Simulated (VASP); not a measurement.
# Si8O15 (a cell with a defect) in VASP: further runs

Runs on Si8O15 (a cell with a defect). Level: PBE+D3(BJ). Tasks: single point.

All numbers are computed with VASP 6.6.1; they aren't measurements. Logs are shortened: lines on timing, memory, paths and dates and some standing lists are left out, and cuts for length are marked.

## Step 1: The cell of the first run

The cell holds a defect, 23 atoms: a = 6.758 Å, b = 6.082 Å, c = 6.500 Å, α = 64.87°, β = 54.57°, γ = 60.56°.

## Step 2: Single point, PBE+D3(BJ)

File INCAR:

```
  ALGO = Normal
  EDIFF = 1E-6
  ENCUT = 520
  GGA = PE
  ISIF = 2
  ISMEAR = -1
  IVDW = 12
  LASPH = T
  LCHARG = F
  LREAL = Auto
  LWAVE = F
  NBANDS = 78
  NELM = 60
  PREC = Accurate
  SIGMA = 0.05
```

File KPOINTS:

```
k-points
0
Gamma
  2 2 2
```

File POSCAR:

```
Si8O15
1.0
    0.0000000000      5.0462000000      4.4946000000
    4.0970000000      0.0000000000      4.4946000000
    4.0970000000      5.0462000000      0.0000000000
Si O
8 15
Direct
    0.2091362430      0.0426806039      0.9450601820
    0.2701411275      0.4495829859      0.0518692962
    0.7926924057      0.9631543882      0.0494038251
    0.2046459519      0.0405338194      0.4544381113
    0.6961248909      0.5536477252      0.4517523237
    0.7999916484      0.9506818265      0.5492378709
    0.3107657925      0.4534052127      0.5101451900
    0.7116555838      0.5485900443      0.9625368779
    0.5487011243      0.4910294412     -0.1134165538
    0.2686252579      0.1431119379      0.6166390995
    0.3680553581      0.7120663435      0.5265148135
    0.4586382506      0.1120514659      0.1591208553
    0.1045571093      0.9727153955      0.2854012752
    0.2330066744      0.3461543188      0.8772481708
    0.1245408142      0.7850404611      0.9870405738
    0.0310472642      0.3833190865      0.3529957780
    0.8996352797      0.0232884510      0.7152141119
    0.7696584978      0.6557566671      0.1199750879
    0.8725311904      0.2133420798      0.0194938978
    0.9569754675      0.6170113167      0.6561312267
    0.7306752932      0.8496962638      0.3872807926
    0.6429309903      0.2851030950      0.4832996387
    0.5366425118      0.8927385232      0.8479817599
```

Potentials or basis: VASP PAW PBE potentials, release 64 (Si, O).

Command:

```sh
$ cat potpaw_PBE.64/Si/POTCAR potpaw_PBE.64/O/POTCAR > POTCAR
$ mpirun -np 1 vasp_std > vasp.out
```

OUTCAR:

```text
EDIFF = 1E-6
   ENCUT = 520
   GGA = PE
   ISIF = 2
   ISMEAR = -1
   IVDW = 12
   LASPH = T
   LREAL = Auto
   NELM = 60
   PREC = Accurate
 IVDW          = 12

 ion  position               nearest neighbor table
   1  0.209  0.043  0.945-  23 1.74  14 1.77  15 1.79  10 1.80  13 1.80  19 1.82   3 2.73   7 2.85
                             2 3.09
   2  0.270  0.450  0.052-   9 1.63  14 1.68  16 1.71  15 1.76  12 1.89   4 2.73   8 3.01   5 3.08
                             1 3.09
   3  0.793  0.963  0.049-  19 1.75  12 1.76  17 1.77  18 1.79  15 1.82  21 1.85   1 2.73   5 2.75
                             8 3.15
   4  0.205  0.041  0.454-  12 1.74  10 1.74  11 1.75  17 1.77  13 1.83  16 1.87   6 2.72   2 2.73
                             7 3.13
   5  0.696  0.554  0.452-  22 1.75  11 1.77  21 1.77  16 1.78  18 1.79   9 2.31   7 2.74   3 2.75
                             2 3.08   8 3.13
   6  0.800  0.951  0.549-  23 1.76  21 1.76  22 1.76  13 1.78  20 1.81  17 1.83   4 2.72   8 2.75
[... 6 lines left out ...]
  10  0.269  0.143  0.617-   4 1.74   1 1.80   7 1.82
  11  0.368  0.712  0.527-   4 1.75   5 1.77   7 1.85
  12  0.459  0.112  0.159-   4 1.74   3 1.76   2 1.89
  13  0.105  0.973  0.285-   6 1.78   1 1.80   4 1.83
  14  0.233  0.346  0.877-   2 1.68   1 1.77   7 1.99
  15  0.125  0.785  0.987-   2 1.76   1 1.79   3 1.82
  16  0.031  0.383  0.353-   2 1.71   5 1.78   4 1.87
  17  0.900  0.023  0.715-   3 1.77   4 1.77   6 1.83
  18  0.770  0.656  0.120-   8 1.71   3 1.79   5 1.79
  19  0.873  0.213  0.019-   3 1.75   8 1.77   1 1.82
  20  0.957  0.617  0.656-   8 1.74   6 1.81   7 1.85
  21  0.731  0.850  0.387-   6 1.76   5 1.77   3 1.85
  22  0.643  0.285  0.483-   5 1.75   6 1.76   7 1.89
  23  0.537  0.893  0.848-   1 1.74   6 1.76   8 1.90

  LATTYP: Found a face centered orthorhombic cell.
 ALAT       =     8.1940000000
 B/A-ratio  =     1.0970466195
 C/A-ratio  =     1.2316817183

  Lattice vectors:

 A1 = (   0.0000000000,   5.0462000000,  -4.4946000000)
 A2 = (   4.0970000000,   5.0462000000,   0.0000000000)
 A3 = (   4.0970000000,   0.0000000000,  -4.4946000000)

Analysis of symmetry for initial positions (statically):
=====================================================================
 Subroutine PRICEL returns:
 Original cell was already a primitive cell.

 Routine SETGRP: Setting up the symmetry group for a
 face centered orthorhombic supercell.

 Subroutine GETGRP returns: Found  1 space group operations
 (whereof  1 operations were pure point group operations)
 out of a pool of  8 trial point group operations.

[... 144 lines left out ...]
   NFREE  =      0    steps in history (QN), initial steepest desc. (CG)
   ISIF   =      2    stress and relaxation
   ISYM   =      2    0-nonsym 1-usesym 2-fastsym
   POTIM  = 0.5000    time-step for ionic-motion
   TEBEG  =    0.0;   TEEND  =   0.0 temperature during run
   PSTRESS=    0.0 pullay stress
   NELECT =     122.0000    total number of electrons
   NUPDOWN=      -1.0000    fix difference up-down
   EMIN   =  10.00;   EMAX   =-10.00  energy-range for DOS
   EFERMI =   0.00;   METHOD = LEGACY
   ISMEAR =    -1;   SIGMA  =   0.05  broadening in eV -4-tet -1-fermi 0-gaus
   EFERMI_NEDOS =   21; number of points for ismear=-14 and -15
   IALGO  =     38    algorithm
   IMIX   =      4    mixing-type and parameters
     AMIX     =   0.40;   BMIX     =  1.00
     AMIX_MAG =   1.60;   BMIX_MAG =  1.00
  volume/ion in A,a.u.               =       8.08        54.53
  Fermi-wavevector in a.u.,A,eV,Ry     =   1.422801  2.688705 27.543142  2.024364
  Thomas-Fermi vector in A             =   2.543467
   LORBIT       =      0    0 simple, 1 ext, 2 COOP (PROOUT), +10 PAW based schemes
   GGA     = PE    functional components
   LHFCALC =     F    Hartree Fock is set to
   AEXX    =    0.0000 exact exchange contribution
   IVDW    =    12    specifies the selected vdW correction
   LEPSILON=     F    determine dielectric tensor
   LRPA    =     F    only Hartree local field effects (RPA)
 non-spin polarized calculation
  energy-cutoff  :      520.00
  volume of cell :      185.85
 maximum number of plane-waves:      5022
   NGX = 25   NGY = 23   NGZ = 25

 number of electron     121.9999996 magnetization

 Free energy of the ion-electron system (eV)
  ---------------------------------------------------
  ext. energy  EPLUGINS =         0.00000000
  ---------------------------------------------------
  free energy    TOTEN  =      -170.98860499 eV

  energy without entropy =     -170.98860499  energy(sigma->0) =     -170.98860499

 E-fermi :  11.1278     XC(G=0): -12.1382

 val. band max:        9.9959702499   @ k =   0.5000   0.5000   0.5000
 cond. band min:      12.4290020733   @ k =   0.5000   0.0000   0.5000
 fundamental gap:      2.4330318234
 Fermi energy:        11.1277648234

 k-point     1 :       0.0000    0.0000    0.0000
  band No.  band energies     occupation
      1     -14.3801      2.00000
      2     -12.2326      2.00000
      3     -12.1493      2.00000
      4     -11.9909      2.00000
      5     -11.7065      2.00000
      6     -11.6867      2.00000
[... 597 lines left out ...]
     72      17.7978      0.00000
     73      17.8724      0.00000
 [bands above 73 left out]

------------------------ aborting loop because EDIFF is reached ----------------------------------------

 Edisp (eV)   -5.49155

 E8    (eV) :    -1.9021

  FORCE on cell =-STRESS in cart. coord.  units (eV):
  Direction    XX          YY          ZZ          XY          YZ          ZX
  --------------------------------------------------------------------------------------
  -------------------------------------------------------------------------------------
  Total       3.23964     6.90750     6.45935     0.23601     2.63770     0.69899
  in kB      27.92902    59.54977    55.68621     2.03461    22.73967     6.02599
  external pressure =       47.72 kB  Pullay stress =        0.00 kB

 VOLUME and BASIS-vectors are now :
 -----------------------------------------------------------------------------
  energy-cutoff  :      520.00
  volume of cell :      185.85
      direct lattice vectors                 reciprocal lattice vectors
     0.000000000  5.046200000  4.494600000    -0.122040517  0.099084460  0.111244605
     4.097000000  0.000000000  4.494600000     0.122040517 -0.099084460  0.111244605
     4.097000000  5.046200000  0.000000000     0.122040517  0.099084460 -0.111244605

 POSITION                                       TOTAL-FORCE (eV/Angst)
 -----------------------------------------------------------------------------------
      4.04677      5.82431      1.13182         0.312530     -0.013075      0.141359
      2.05445      1.62493      3.23487         0.174711      0.362500      0.090063
      4.14845      4.24939      7.89183         0.010352      0.078196      0.006850
      2.02790      3.32587      1.10199         0.119897      0.178411     -0.087900
      4.11912      5.79242      5.61723        -0.180117     -0.285673      0.079984
      6.14517      6.80848      7.86858         0.056685      0.316648     -0.131174
[... 15 lines left out ...]
      3.14815      5.68319      4.17114         0.349633      0.532822      0.078549
      7.13173      6.98709      6.42450         0.207478      0.203463     -0.261867
 -----------------------------------------------------------------------------------
    total drift:                                0.008283      0.002235      0.005139

  FREE ENERGIE OF THE ION-ELECTRON SYSTEM (eV)
  ---------------------------------------------------
  free  energy   TOTEN  =      -176.4801587378 eV

  energy  without entropy=     -176.4801587377  energy(sigma->0) =     -176.48015874
```

OSZICAR:

```text
N       E                     dE             d eps       ncg     rms          rms(c)
DAV:   1     0.651136527512E+03    0.65114E+03   -0.68160E+04  1248   0.153E+03
DAV:   2    -0.150433950668E+03   -0.80157E+03   -0.78323E+03  1488   0.334E+02
DAV:   3    -0.188890060018E+03   -0.38456E+02   -0.38244E+02  1528   0.751E+01
DAV:   4    -0.189283439629E+03   -0.39338E+00   -0.39240E+00  1536   0.842E+00
DAV:   5    -0.189288097485E+03   -0.46579E-02   -0.46539E-02  1504   0.863E-01    0.340E+01
DAV:   6    -0.170833623412E+03    0.18454E+02   -0.72357E+01  1408   0.307E+01    0.154E+01
DAV:   7    -0.170929663255E+03   -0.96040E-01   -0.24653E+00  1504   0.554E+00    0.577E+00
DAV:   8    -0.170963763316E+03   -0.34100E-01   -0.10554E-01  1440   0.160E+00    0.232E+00
DAV:   9    -0.170987334147E+03   -0.23571E-01   -0.37969E-02  1488   0.104E+00    0.446E-01
DAV:  10    -0.170988339893E+03   -0.10057E-02   -0.42090E-03  1528   0.295E-01    0.287E-01
DAV:  11    -0.170988504215E+03   -0.16432E-03   -0.55085E-04  1472   0.134E-01    0.132E-01
DAV:  12    -0.170988595338E+03   -0.91124E-04   -0.18523E-04  1440   0.607E-02    0.206E-02
DAV:  13    -0.170988604624E+03   -0.92853E-05   -0.20507E-05  1496   0.213E-02    0.946E-03
DAV:  14    -0.170988604994E+03   -0.37013E-06   -0.26062E-06  1040   0.729E-03
   1 F= -.17648016E+03 E0= -.17648016E+03  d E =-.874819E-10
```

Wall time 4 min (1 thread of AMD EPYC 7R43 (Zen 3), shared host); peak memory 0.31 GiB.

Results:

```yaml
Free_energy: -176.4802 eV
Pressure: 4.8 GPa
Largest_force: 4.485 eV/Å
Band_gap_on_the_k_mesh: 2.43 eV
Dispersion_energy_per_atom: -0.239 eV
```

Forces in eV/Å, atoms in the order of the input:
```
Si   0.313 -0.013  0.141
Si   0.175  0.362  0.090
Si   0.010  0.078  0.007
Si   0.120  0.178 -0.088
Si  -0.180 -0.286  0.080
Si   0.057  0.317 -0.131
Si  -0.378 -0.588  0.261
Si   0.554 -0.238 -0.780
O   -3.593 -2.349  1.298
O    0.118  0.079 -0.016
O    0.137  0.389  0.071
O    0.464  0.080  0.203
O    0.157  0.163 -0.014
O    0.162  0.180 -0.036
O    0.228  0.332  0.035
O    0.350 -0.044 -0.253
O    0.059  0.207 -0.047
O    0.128  0.005  0.109
O    0.228  0.016 -0.255
O    0.220  0.155 -0.193
O    0.115  0.240 -0.299
O    0.350  0.533  0.079
O    0.207  0.203 -0.262
```

Stress tensor (GPa, compression positive):
```
2.79 0.20 0.60
0.20 5.95 2.27
0.60 2.27 5.57
```

Caveat: the k points lie up to 0.61 Å⁻¹ apart.

## Step 3: Single point, PBE+D3(BJ)

File INCAR:

```
SYSTEM = Si8O15
ALGO = Normal
EDIFF = 1E-6
ENCUT = 520
GGA = PE
ISIF = 2
ISMEAR = -1
IVDW = 12
LASPH = .True.
LCHARG = .False.
LREAL = Auto
LWAVE = .False.
NBANDS = 78
NELM = 60
PREC = Accurate
SIGMA = 0.05
```

File KPOINTS:

```
k-points
0
Gamma
  2 2 2
  0 0 0
```

File POSCAR:

```
Si8O15
1.0
    0.0000000000      5.0462000000      4.4946000000
    4.0970000000      0.0000000000      4.4946000000
    4.0970000000      5.0462000000      0.0000000000
Si O
8 15
Direct
    0.2010182168      0.0523680689      0.9506382772
    0.3014417896      0.4509664336      0.0431973448
    0.7996356676      0.9515068145      0.0498998245
    0.2007411037      0.0501515230      0.4510862119
    0.7020583763      0.5486082014      0.4482941662
    0.7999261026      0.9465214122      0.5515498595
    0.3006191759      0.4547982138      0.5352715934
    0.6859743318      0.5473367526      0.9643015193
    0.5974298776      0.4817153189     -0.2170543475
    0.2671835972      0.1523035652      0.6142802766
    0.3662800606      0.7157049881      0.5139842967
    0.4654537031      0.1229385899      0.1543467408
    0.1015466832      0.9778149952      0.2855806601
    0.2338788668      0.3485565001      0.8811667120
    0.1375343402      0.7844464813      0.9847634284
    0.0384960707      0.3849518446      0.3447733202
    0.9032056989      0.0169843069      0.7153193299
    0.7667411160      0.6543090331      0.1164708058
    0.8646234781      0.2133496452      0.0190123270
    0.9593985898      0.6157994256      0.6564571036
    0.7328012934      0.8465252318      0.3852770626
    0.6377178595      0.2833463064      0.4797913553
    0.5315439065      0.8851465665      0.8518422058
```

Potentials or basis: VASP PAW PBE potentials, release 64 (Si, O).

Command:

```sh
$ cat potpaw_PBE.64/Si/POTCAR potpaw_PBE.64/O/POTCAR > POTCAR
$ mpirun -np 1 vasp_std > vasp.out
```

Run time: 4.8 min. Hardware: 1 thread of AMD EPYC 7R43 (Zen 3), shared host; peak memory 0.3 GiB.

Results (log left out):

* Free energy: -178.2125 eV
* Pressure: -1.5 GPa
* Largest force: 0.046 eV/Å
* Band gap on the k mesh: 3.12 eV
* Dispersion energy per atom: -0.239 eV

Forces in eV/Å, atoms in the order of the input:
```
Si  -0.003  0.022  0.004
Si   0.001 -0.036 -0.013
Si   0.005 -0.030 -0.002
Si  -0.006  0.040 -0.006
Si   0.003  0.027  0.007
Si  -0.005 -0.033 -0.005
Si  -0.017 -0.042 -0.003
Si  -0.006  0.042  0.009
O    0.003  0.002  0.002
O    0.000  0.000 -0.012
O    0.006 -0.010  0.005
O    0.007 -0.002  0.022
O   -0.002 -0.002  0.018
O    0.003  0.011  0.008
O   -0.003  0.013 -0.003
O   -0.001 -0.004  0.001
O    0.010  0.008 -0.011
O   -0.004 -0.010 -0.013
O    0.005 -0.004  0.010
O   -0.001  0.006  0.000
O    0.000  0.004  0.006
O   -0.006  0.001 -0.018
O    0.011 -0.003 -0.006
```

Stress tensor (GPa, compression positive):
```
-2.15 -0.08  0.59
-0.08 -0.62  0.80
 0.59  0.80 -1.76
```

Levels at points of the mesh, in eV from the valence-band top:
| k point | band 58 | band 59 | band 60 | band 61 | band 62 | band 63 | band 64 | band 65 |
| --- | --- | --- | --- | --- | --- | --- | --- | --- |
| (0.00, 0.00, 0.00) | -2.01 | -2.00 | -1.76 | -0.71 | 3.56 | 4.56 | 4.80 | 6.17 |
| (0.50, 0.00, 0.00) | -2.14 | -2.06 | -1.97 | -0.21 | 3.41 | 4.25 | 5.97 | 6.14 |
| (0.50, 0.50, 0.50) | -2.10 | -1.99 | -1.96 | -0.13 | 3.49 | 4.37 | 5.82 | 6.25 |
| (0.00, 0.50, 0.00) | -2.13 | -2.00 | -1.98 | -0.21 | 3.69 | 4.22 | 5.72 | 5.99 |
| (0.00, 0.00, 0.50) | -2.14 | -2.08 | -1.96 | -0.07 | 3.12 | 4.75 | 5.77 | 6.06 |
| (0.50, 0.50, 0.00) | -2.07 | -2.04 | -1.95 | -0.29 | 3.49 | 4.61 | 6.41 | 6.44 |
| (0.50, 0.00, 0.50) | -2.33 | -2.03 | -1.81 | 0.00 | 3.38 | 4.32 | 5.89 | 5.99 |
| (0.00, 0.50, 0.50) | -2.13 | -1.99 | -1.91 | -0.16 | 3.39 | 4.54 | 6.30 | 6.45 |

Caveat: the k points lie up to 0.61 Å⁻¹ apart.
